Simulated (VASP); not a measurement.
## LaMnIn: relaxation of the atoms with PBE

Crystal: LaMnIn.

```xyz
3
Lattice="4.4096 0.0000 0.0000 -2.2048 3.8188 0.0000 0.0000 0.0000 4.0966" Properties=species:S:1:pos:R:3 pbc="T T T"
La    0.0000    0.0000    0.0000
In    0.0000    2.5459    2.0483
Mn    2.2048    1.2729    2.0483
```

```
Program                : VASP 6.6.1
Task                   : relaxation of the atoms
Functional             : PBE
Potentials or basis    : VASP PAW PBE potentials, release 64 (La, In_d, Mn_pv)
Cutoff                 : 520 eV
k mesh                 : 6 × 6 × 6
Occupations            : fermi-dirac, width 0.05 eV
Spin                   : collinear spin, ferromagnetic start
Starting moments       : [0.0, 0.0, 4.0] μB
Dipole correction      : no
Further INCAR settings : ALGO = Normal; EDIFF = 1e-06; IBRION = 2; EDIFFG = -0.01; NSW = 60
```

```
Pressure after relaxing                               : 12.8 GPa
Band gap on the k mesh                                : zero (filled and empty bands overlap)
Net moment                                            : 3.03 μB per cell
Site moments                                          : La -0.16; In -0.09; Mn +3.38 μB
Valence electrons inside the program's atomic spheres : La 8.59; In 11.78; Mn 11.63
```

Stress tensor (GPa, compression positive):
```
15.51  0.00  0.00
 0.00 15.51  0.00
 0.00  0.00  7.25
```

Final structure:
```xyz
3
Lattice="4.4096 0.0000 0.0000 -2.2048 3.8188 0.0000 0.0000 0.0000 4.0966" Properties=species:S:1:pos:R:3 pbc="T T T"
La    0.0000    0.0000    0.0000
In    0.0000    2.5459    2.0483
Mn    2.2048    1.2729    2.0483
```

Levels at points of the mesh, in eV from the Fermi level:
Spin up:
| k point | band 16 | band 17 | band 18 | band 19 | band 20 | band 21 | band 22 | band 23 | band 24 |
| --- | --- | --- | --- | --- | --- | --- | --- | --- | --- |
| (0.00, 0.00, 0.00) | -2.82 | -2.44 | -2.44 | 0.13 | 0.13 | 0.55 | 1.39 | 1.97 | 2.37 |
| (0.50, 0.00, 0.00) | -2.58 | -2.48 | -2.48 | -2.16 | 0.46 | 0.68 | 0.70 | 2.15 | 2.31 |
| (0.00, 0.00, 0.50) | -3.09 | -2.59 | -2.59 | -1.80 | 1.57 | 1.57 | 1.91 | 2.04 | 2.31 |
| (0.50, 0.00, 0.50) | -2.43 | -2.37 | -2.07 | -1.67 | -1.25 | -0.69 | 0.60 | 2.30 | 2.35 |
Spin down:
```
           k point  band 13  band 14  band 15  band 16  band 17  band 18  band 19  band 20  band 21  band 22
(0.00, 0.00, 0.00)    -7.56    -1.56    -1.40    -1.40     0.34     0.34     0.86     0.86     1.01     1.40
(0.50, 0.00, 0.00)    -5.67    -3.56    -1.39    -0.67    -0.16     0.20     0.36     1.00     1.68     1.85
(0.00, 0.00, 0.50)    -5.63    -3.32    -1.55    -1.55    -0.34    -0.34     0.92     1.76     1.76     1.81
(0.50, 0.00, 0.50)    -5.80    -2.07    -1.95    -1.20     0.23     0.36     0.38     0.45     1.00     1.24
```

Run time: 41 s on 4 MPI ranks on Intel(R) Xeon(R) Platinum 8259CL CPU @ 2.50GHz (Skylake/Cascade Lake) (shared host), peak memory 0.28 GiB a rank.

Caveat: spin-orbit coupling is left out, which moves the levels of the heavy elements.
